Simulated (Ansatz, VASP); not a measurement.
**CdO in VASP and in Ansatz**

The input INCAR:

```
SYSTEM = CdO
PREC = Accurate
ENCUT = 600
EDIFF = 1E-6
ISMEAR = 0
SIGMA = 0.1
LREAL = .FALSE.
LASPH = .TRUE.
NELM = 120
ALGO = Normal
ISIF = 2
LWAVE = .FALSE.
LCHARG = .FALSE.
GGA = PE
NBANDS = 16
GGA_COMPAT = .FALSE.
```

KPOINTS

```
Automatic mesh
0
G
  6 6 6
  0 0 0
```

Contents of POSCAR:

```
CdO
1.0
    0.0000000000      2.3609927699      2.3609927699
    2.3609927699      0.0000000000      2.3609927699
    2.3609927699      2.3609927699      0.0000000000
Cd O
1 1
Direct
    0.2100000000      0.7440000000      0.0270000000
    0.7100000000      1.2440000000      0.5270000000
```

Input for Ansatz:

```yaml
crystal:
  lattice:
    - [0.0, 2.3609927699, 2.3609927699]
    - [2.3609927699, 0.0, 2.3609927699]
    - [2.3609927699, 2.3609927699, 0.0]
  atoms:
    - { symbol: Cd, position: [0.21, 0.744, 0.027] }
    - { symbol: O, position: [0.71, 1.244, 0.527] }
basis:
  ecutwfc: 420
  precision: f64
kpoints:
  mp_grid: { grid: [6, 6, 6] }
hamiltonian:
  xc: pbe
scf:
  occupations: { method: gaussian, width: 0.1 }
  n_extra_bands: 3
  max_iter: 100
output:
  forces: true
  stress: true
  eigenvalues: true
```

Alike in both runs: task single point; functional PBE; k mesh 6 × 6 × 6; occupations gaussian, width 0.1 eV; no spin polarisation.

|  | VASP | Ansatz |
| --- | --- | --- |
| version | VASP 6.6.1 | Ansatz 0.2.0 |
| potentials or method | VASP PAW PBE potentials, release 64 (Cd, O), cutoff 600 eV | scalar-relativistic, plane waves, PAW |
| valence electrons in the cell | 18 | 26 |

|  | VASP | Ansatz | Ansatz less VASP |
| --- | --- | --- | --- |
| gap on the k mesh at the Fermi level (eV) | none | none | - |
| pressure (GPa) | 5.1 | 3.9 | -1.16 |

A gap of «none» marks a metal or a gap that the smearing closes. With one functional, cell and mesh, what is left measures potentials, basis and numerics. VASP's potentials hold 18 valence electrons a cell and Ansatz's 26, so a difference there can come from the potentials and not from the codes.

The k mesh is coarse, so the values compare programs but aren't converged.
